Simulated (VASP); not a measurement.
# HfN (Fm-3m) in VASP: a series of runs

The runs below take HfN through single point, with PBE.

Program: VASP 6.6.1. These are calculated values, not measurements. Logs are shortened: lines on timing, memory, paths and dates and some standing lists are left out, and cuts for length are marked.

## Step 1: The cell of the first run

It takes space group Fm-3m (No. 225, cubic). The conventional cell has a = 4.512 Å, b = 4.512 Å, c = 4.512 Å, α = 90.00°, β = 90.00°, γ = 90.00°. Hf (site symmetry m-3m) has 6 N at 2.26 Å within 3.0 Å. N (site symmetry m-3m) has 6 Hf at 2.26 Å within 3.0 Å.

## Step 2: Single point, PBE

INCAR reads:

```
SYSTEM = HfN
PREC     = Accurate       ! precision mode
ENCUT    = 600            ! plane-wave cutoff, eV
EDIFF    = 1E-6           ! SCF threshold, eV
ISMEAR   = 0              ! smearing method
SIGMA    = 0.015          ! smearing width, eV
LREAL    = .False.        ! projectors in reciprocal space
LASPH    = .True.         ! aspherical terms in the spheres
NELM     = 120            ! most SCF steps
ALGO     = Normal         ! electronic algorithm
ISIF     = 2              ! what is computed and relaxed
LWAVE    = .False.        ! write WAVECAR
LCHARG   = .False.        ! write CHGCAR
GGA      = PE             ! functional
NBANDS   = 14             ! bands
GGA_COMPAT= .False.
```

KPOINTS reads:

```
regular mesh
0
Gamma
  10 10 10
  0 0 0
```

POSCAR reads:

```
HfN
1.0
    0.0000000000      2.2560000000      2.2560000000
    2.2560000000      0.0000000000      2.2560000000
    2.2560000000      2.2560000000      0.0000000000
Hf N
1 1
Direct
    0.0000000000      0.0000000000      0.0000000000
    0.5000000000      0.5000000000      0.5000000000
```

Potentials or basis: VASP PAW PBE potentials, release 64 (Hf_pv, N).

Started as:

```sh
$ cat potpaw_PBE.64/Hf_pv/POTCAR potpaw_PBE.64/N/POTCAR > POTCAR
$ mpirun -np 1 vasp_std > vasp.out
```

OUTCAR:

```text
SYSTEM = HfN
   PREC = Accurate
   ENCUT = 600
   EDIFF = 1E-6
   ISMEAR = 0
   LREAL = .False.
   LASPH = .True.
   NELM = 120
   ISIF = 2
   GGA = PE

 ion  position               nearest neighbor table
   1  0.000  0.000  0.000-   2 2.26   2 2.26   2 2.26   2 2.26   2 2.26   2 2.26
   2  0.500  0.500  0.500-   1 2.26   1 2.26   1 2.26   1 2.26   1 2.26   1 2.26

  LATTYP: Found a face centered cubic cell.
 ALAT       =     4.5120000000

  Lattice vectors:

 A1 = (   0.0000000000,   2.2560000000,   2.2560000000)
 A2 = (   2.2560000000,   0.0000000000,   2.2560000000)
 A3 = (   2.2560000000,   2.2560000000,   0.0000000000)

Analysis of symmetry for initial positions (statically):
=====================================================================
 Subroutine PRICEL returns:
 Original cell was already a primitive cell.

 Routine SETGRP: Setting up the symmetry group for a
 face centered cubic supercell.

 Subroutine GETGRP returns: Found 48 space group operations
 (whereof 48 operations were pure point group operations)
 out of a pool of 48 trial point group operations.

The static configuration has the point symmetry O_h .

Analysis of symmetry for dynamics (positions and initial velocities):
=====================================================================
 Subroutine PRICEL returns:
 Original cell was already a primitive cell.

 Routine SETGRP: Setting up the symmetry group for a
 face centered cubic supercell.

 Subroutine GETGRP returns: Found 48 space group operations
 (whereof 48 operations were pure point group operations)
 out of a pool of 48 trial point group operations.

The dynamic configuration has the point symmetry O_h .

 Subroutine INISYM returns: Found 48 space group operations
 (whereof 48 operations are pure point group operations),
 and found     1 'primitive' translations

----------------------------------------------------------------------------------------

                                     Primitive cell

  volume of cell :      22.9640

  direct lattice vectors                    reciprocal lattice vectors
     0.000000000  2.256000000  2.256000000    -0.221631206  0.221631206  0.221631206
     2.256000000  0.000000000  2.256000000     0.221631206 -0.221631206  0.221631206
     2.256000000  2.256000000  0.000000000     0.221631206  0.221631206 -0.221631206

  length of vectors
     3.190465797  3.190465797  3.190465797     0.383876509  0.383876509  0.383876509

  position of ions in fractional coordinates (direct lattice)
     0.000000000  0.000000000  0.000000000
     0.500000000  0.500000000  0.500000000

  ion indices of the primitive-cell ions
   primitive index   ion index
                 1           1
                 2           2

----------------------------------------------------------------------------------------

 KPOINTS: regular mesh

Automatic generation of k-mesh.
 Grid dimensions read from file:
 generate k-points for:   10   10   10

 Generating k-lattice:

  Cartesian coordinates                     Fractional coordinates (reciprocal lattice)
    -0.022163121  0.022163121  0.022163121     0.100000000  0.000000000  0.000000000
     0.022163121 -0.022163121  0.022163121     0.000000000  0.100000000  0.000000000
     0.022163121  0.022163121 -0.022163121     0.000000000  0.000000000  0.100000000

  Length of vectors
     0.038387651  0.038387651  0.038387651

  Shift w.r.t. Gamma in fractional coordinates (k-lattice)
     0.000000000  0.000000000  0.000000000

 Subroutine IBZKPT returns following result:
 ===========================================

 Found     47 irreducible k-points:

 Following reciprocal coordinates:
            Coordinates               Weight
  0.000000  0.000000  0.000000      1.000000
  0.100000  0.000000  0.000000      8.000000
  0.200000  0.000000  0.000000      8.000000
  0.300000  0.000000  0.000000      8.000000
  0.400000  0.000000  0.000000      8.000000
  0.500000  0.000000  0.000000      4.000000
[... 16 lines left out ...]
  0.300000  0.300000  0.000000      6.000000
  0.400000  0.300000  0.000000     24.000000
 [... further k-points ...]
   k-points           NKPTS =     47   k-points in BZ     NKDIM =     47   number of bands    NBANDS=     14
   number of dos      NEDOS =    301   number of ions     NIONS =      2
   total plane-waves  NPLWV =  21952
   dimension x,y,z NGX =    28 NGY =   28 NGZ =   28
   dimension x,y,z NGXF=    56 NGYF=   56 NGZF=   56
   ions per type =               1   1
   NGX,Y,Z   is equivalent  to a cutoff of  14.59, 14.59, 14.59 a.u.
   NGXF,Y,Z  is equivalent  to a cutoff of  29.18, 29.18, 29.18 a.u.
 SYSTEM =  HfN
   PREC   = accura    normal or accurate (medium, high low for compatibility)
   ISTART =      0    job   : 0-new  1-cont  2-samecut
   ICHARG =      2    charge: 1-file 2-atom 10-const
   ISPIN  =      1    spin polarized calculation?
   LNONCOLLINEAR =      F non collinear calculations
   LSORBIT =      F    spin-orbit coupling
   LASPH  =      T    aspherical Exc in radial PAW
   ENCUT  =  600.0 eV  44.10 Ry    6.64 a.u.   6.37  6.37  6.37*2*pi/ulx,y,z
   NELM   =    120;   NELMIN=  2; NELMDL= -5     # of ELM steps
   EDIFF  = 0.1E-05   stopping-criterion for ELM
   LREAL  =      F    real-space projection
   EDIFFG = 0.1E-04   stopping-criterion for IOM
   NSW    =      0    number of steps for IOM
   IBRION =     -1    ionic relax: 0-MD 1-quasi-New 2-CG
   NFREE  =      0    steps in history (QN), initial steepest desc. (CG)
   ISIF   =      2    stress and relaxation
   ISYM   =      2    0-nonsym 1-usesym 2-fastsym
   POTIM  = 0.5000    time-step for ionic-motion
   TEBEG  =    0.0;   TEEND  =   0.0 temperature during run
   PSTRESS=    0.0 pullay stress
   NELECT =      15.0000    total number of electrons
   NUPDOWN=      -1.0000    fix difference up-down
   EMIN   =  10.00;   EMAX   =-10.00  energy-range for DOS
   EFERMI =   0.00;   METHOD = LEGACY
   ISMEAR =     0;   SIGMA  =   0.01  broadening in eV -4-tet -1-fermi 0-gaus
   EFERMI_NEDOS =   21; number of points for ismear=-14 and -15
   IALGO  =     38    algorithm
   IMIX   =      4    mixing-type and parameters
     AMIX     =   0.40;   BMIX     =  1.00
     AMIX_MAG =   1.60;   BMIX_MAG =  1.00
  volume/ion in A,a.u.               =      11.48        77.48
  Fermi-wavevector in a.u.,A,eV,Ry     =   1.420440  2.684242 27.451783  2.017649
  Thomas-Fermi vector in A             =   2.541355
   LORBIT       =      0    0 simple, 1 ext, 2 COOP (PROOUT), +10 PAW based schemes
   GGA     = PE    functional components
   LHFCALC =     F    Hartree Fock is set to
   AEXX    =    0.0000 exact exchange contribution
   IVDW    =     0    specifies the selected vdW correction
   LEPSILON=     F    determine dielectric tensor
   LRPA    =     F    only Hartree local field effects (RPA)
 non-spin polarized calculation
 Gauss-broadening in eV      SIGMA  =   0.01
  energy-cutoff  :      600.00
  volume of cell :       22.96
 maximum number of plane-waves:       785
 NGX is ok and might be reduce to    28
   NGX = 13   NGY = 13   NGZ = 13

 number of electron      15.0000002 magnetization

 Free energy of the ion-electron system (eV)
  ---------------------------------------------------
  ext. energy  EPLUGINS =         0.00000000
  ---------------------------------------------------
  free energy    TOTEN  =       -21.74723243 eV

  energy without entropy =      -21.74716879  energy(sigma->0) =      -21.74720061

 E-fermi :   8.4603     XC(G=0): -12.7533

 val. band max:        8.4152359976   @ k =  -0.4000   0.3000   0.0000
 cond. band min:       8.4706035912   @ k =  -0.1000   0.1000   0.0000
 fundamental gap:      0.0553675937
 Fermi energy:         8.4603433142

 k-point     1 :       0.0000    0.0000    0.0000
  band No.  band energies     occupation
      1     -22.7097      2.00000
      2     -22.7097      2.00000
      3     -22.7097      2.00000
      4      -9.1194      2.00000
      5       5.3806      2.00000
      6       5.3806      2.00000
      7       5.3806      2.00000
      8       8.0745      2.00000
      9       8.0745      2.00000
     10       8.0745      2.00000
     11      10.2531      0.00000
     12      10.4022      0.00000
     13      10.4022      0.00000
     14      17.9965      0.00000

 k-point     2 :       0.1000    0.0000    0.0000
  band No.  band energies     occupation
      1     -22.8117      2.00000
      2     -22.7181      2.00000
      3     -22.7181      2.00000
      4      -8.8898      2.00000
      5       4.4603      2.00000
      6       4.8375      2.00000
      7       4.8375      2.00000
      8       8.2999      2.00000
      9       8.4015      2.00000
     10       8.4015      2.00000
     11      10.9541      0.00000
     12      11.1412      0.00000
     13      11.1412      0.00000
     14      18.7659      0.00000

 k-point     3 :       0.2000    0.0000    0.0000
  band No.  band energies     occupation
      1     -23.0683      2.00000
      2     -22.7402      2.00000
      3     -22.7402      2.00000
      4      -8.2729      2.00000
      5       2.7873      2.00000
      6       3.8428      2.00000
      7       3.8428      2.00000
      8       8.6843      0.00000
      9       9.2191      0.00000
     10       9.2191      0.00000
     11      12.4045      0.00000
     12      12.8123      0.00000
     13      12.8123      0.00000
     14      20.5944      0.00000
[... 324 lines left out ...]
 k-point    23 :       0.3000    0.3000    0.0000
  band No.  band energies     occupation
      1     -23.2824      2.00000
      2     -22.9151      2.00000
      3     -22.9151      2.00000
      4      -7.8290      2.00000
      5       1.5859      2.00000
      6       4.5383      2.00000
      7       4.5383      2.00000
      8       5.4986      2.00000
      9      11.6914      0.00000
     10      12.2028      0.00000
     11      12.5354      0.00000
     12      12.5354      0.00000
     13      17.4478      0.00000
     14      20.6482      0.00000

 k-point    24 :       0.4000    0.3000    0.0000
  band No.  band energies     occupation
      1     -23.3923      2.00000
      2     -22.9768      2.00000
      3     -22.9474      2.00000
      4      -7.7193      2.00000
      5       1.8026      2.00000
      6       3.7942      2.00000
      7       4.2781      2.00000
      8       5.9383      2.00000
      9      12.5285      0.00000
     10      13.0212      0.00000
     11      13.1934      0.00000
     12      13.2679      0.00000
     13      17.6127      0.00000
     14      19.8103      0.00000

 [... further k-points ...]
[... 5 lines left out ...]
  --------------------------------------------------------------------------------------
  -------------------------------------------------------------------------------------
  Total        0.5859770      0.5859770      0.5859770      0.0000000      0.0000000     -0.0000000
  in kB       40.8831066     40.8831066     40.8831066      0.0000000      0.0000000     -0.0000000
  external PRESSURE =      40.8831066 kB  Pullay stress =       0.0000000 kB

 VOLUME and BASIS-vectors are now :
 -----------------------------------------------------------------------------
  energy-cutoff  :      600.00
  volume of cell :       22.96
      direct lattice vectors                 reciprocal lattice vectors
     0.000000000  2.256000000  2.256000000    -0.221631206  0.221631206  0.221631206
     2.256000000  0.000000000  2.256000000     0.221631206 -0.221631206  0.221631206
     2.256000000  2.256000000  0.000000000     0.221631206  0.221631206 -0.221631206

 POSITION                                       TOTAL-FORCE (eV/Angst)
 -----------------------------------------------------------------------------------
      0.00000      0.00000      0.00000         0.000000     -0.000000      0.000000
      2.25600      2.25600      2.25600        -0.000000      0.000000     -0.000000
 -----------------------------------------------------------------------------------
    total drift:                                0.000000      0.000000      0.000000

  FREE ENERGIE OF THE ION-ELECTRON SYSTEM (eV)
  ---------------------------------------------------
  free  energy   TOTEN  =       -21.7472324270 eV

  energy  without entropy=      -21.7471687933  energy(sigma->0) =      -21.74720061
```

It took 18 s on 1 thread of Intel Xeon Platinum 8488C (Sapphire Rapids), shared host; peak memory 0.17 GiB.

What came out:

```
Free energy : -21.7472 eV
Pressure    : 4.1 GPa
```

Caveat: spin-orbit coupling is left out, which moves the levels of the heavy elements.

## Step 3: Single point, PBE

INCAR reads:

```
  PREC = Accurate
  ENCUT = 600
  EDIFF = 1E-6
  ISMEAR = 0
  SIGMA = 0.016
  LREAL = F
  LASPH = T
  NELM = 120
  ALGO = Normal
  ISIF = 2
  LWAVE = F
  LCHARG = F
  GGA = PE
  NBANDS = 14
  GGA_COMPAT = F
```

KPOINTS reads:

```
regular mesh
0
Gamma
  10 10 10
```

POSCAR is that of step 2.

Potentials or basis: VASP PAW PBE potentials, release 64 (Hf_pv, N).

Started as:

```sh
$ cat potpaw_PBE.64/Hf_pv/POTCAR potpaw_PBE.64/N/POTCAR > POTCAR
$ mpirun -np 1 vasp_std > vasp.out
```

Run time: 17 s. Hardware: 1 thread of Intel Xeon Platinum 8488C (Sapphire Rapids), shared host; peak memory 0.17 GiB.

Results (log left out):

* Free energy: -21.7472 eV
* Pressure: 4.1 GPa

Levels at points of the mesh, in eV from the Fermi level:
```csv
k point,band 5,band 6,band 7,band 8,band 9,band 10,band 11,band 12
"(0.00, 0.00, 0.00)",-3.08,-3.08,-3.08,-0.39,-0.39,-0.39,1.79,1.94
"(0.50, 0.00, 0.00)",-8.95,-6.25,-6.25,3.26,3.69,3.69,4.41,8.85
"(0.50, 0.50, 0.00)",-5.46,-3.86,-3.74,-3.74,4.09,5.52,5.52,5.60
```

Caveat: spin-orbit coupling is left out, which moves the levels of the heavy elements.

## Step 4: Single point, PBE

INCAR reads:

```
PREC = Accurate
ENCUT = 600
EDIFF = 1E-6
ISMEAR = 0
SIGMA = 0.017
LREAL = F
LASPH = T
NELM = 120
ALGO = Normal
ISIF = 2
LWAVE = F
LCHARG = F
GGA = PE
NBANDS = 14
GGA_COMPAT = F
```

KPOINTS reads:

```
Automatic mesh
0
Gamma
  10 10 10
```

POSCAR is that of step 3.

Started as:

```sh
$ cat potpaw_PBE.64/Hf_pv/POTCAR potpaw_PBE.64/N/POTCAR > POTCAR
$ mpirun -np 1 vasp_std > vasp.out
```

It took 16 s on 1 thread of Intel Xeon Platinum 8488C (Sapphire Rapids), shared host; peak memory 0.17 GiB.

It converged, with:

| Property | Result |
| --- | --- |
| Free energy | -21.7472 eV |
| Pressure | 4.1 GPa |

Levels at points of the mesh, in eV from the Fermi level:
| k point | band 6 | band 7 | band 8 | band 9 | band 10 | band 11 |
| --- | --- | --- | --- | --- | --- | --- |
| (0.00, 0.00, 0.00) | -3.08 | -3.08 | -0.38 | -0.38 | -0.38 | 1.79 |
| (0.50, 0.00, 0.00) | -6.25 | -6.25 | 3.26 | 3.69 | 3.69 | 4.41 |
| (0.50, 0.50, 0.00) | -3.86 | -3.74 | -3.74 | 4.09 | 5.52 | 5.52 |

Caveat: spin-orbit coupling is left out, which moves the levels of the heavy elements.

## Step 5: Single point, PBE

INCAR reads:

```
SYSTEM = HfN
  ALGO = Normal
  EDIFF = 1E-6
  ENCUT = 600
  GGA = PE
  GGA_COMPAT = .FALSE.
  ISIF = 2
  ISMEAR = 0
  LASPH = .TRUE.
  LCHARG = .FALSE.
  LREAL = .FALSE.
  LWAVE = .FALSE.
  NBANDS = 14
  NELM = 120
  PREC = Accurate
  SIGMA = 0.018000000000000002
```

KPOINTS reads:

```
k-points
0
G
  10 10 10
  0 0 0
```

POSCAR is that of step 4.

Started as:

```sh
$ cat potpaw_PBE.64/Hf_pv/POTCAR potpaw_PBE.64/N/POTCAR > POTCAR
$ mpirun -np 1 vasp_std > vasp.out
```

Run time: 16 s. Hardware: 1 thread of Intel Xeon Platinum 8488C (Sapphire Rapids), shared host; peak memory 0.17 GiB.

Results (log left out):

```
Free energy : -21.7472 eV
Pressure    : 4.1 GPa
```

Levels at points of the mesh, in eV from the Fermi level:
```tsv
k point	band 4	band 5	band 6	band 7	band 8	band 9	band 10	band 11	band 12	band 13
(0.00, 0.00, 0.00)	-17.58	-3.08	-3.08	-3.08	-0.38	-0.38	-0.38	1.79	1.94	1.94
(0.50, 0.00, 0.00)	-14.83	-8.95	-6.25	-6.25	3.26	3.69	3.69	4.41	8.85	8.85
(0.50, 0.50, 0.00)	-16.49	-5.46	-3.86	-3.74	-3.74	4.09	5.52	5.52	5.60	8.02
```

Caveat: spin-orbit coupling is left out, which moves the levels of the heavy elements.

## Step 6: The runs side by side

| smearing | gap on the mesh (eV) | pressure (GPa) |
| --- | --- | --- |
| gaussian 0.015 eV | none | 4.1 |
| gaussian 0.016 eV | none | 4.1 |
| gaussian 0.017 eV | none | 4.1 |
| gaussian 0.018 eV | none | 4.1 |

Alike in all rows: task single point; level PBE; potentials or basis VASP PAW PBE potentials, release 64 (Hf_pv, N); no spin polarisation; cell as given; k mesh 10 × 10 × 10; cutoff (eV) 600.

Every run on the cell as given and a fine mesh finds a metal.

Caveats: spin-orbit coupling is left out, which moves the levels of the heavy elements.

Absolute energies hang on the potentials; compare differences alone.
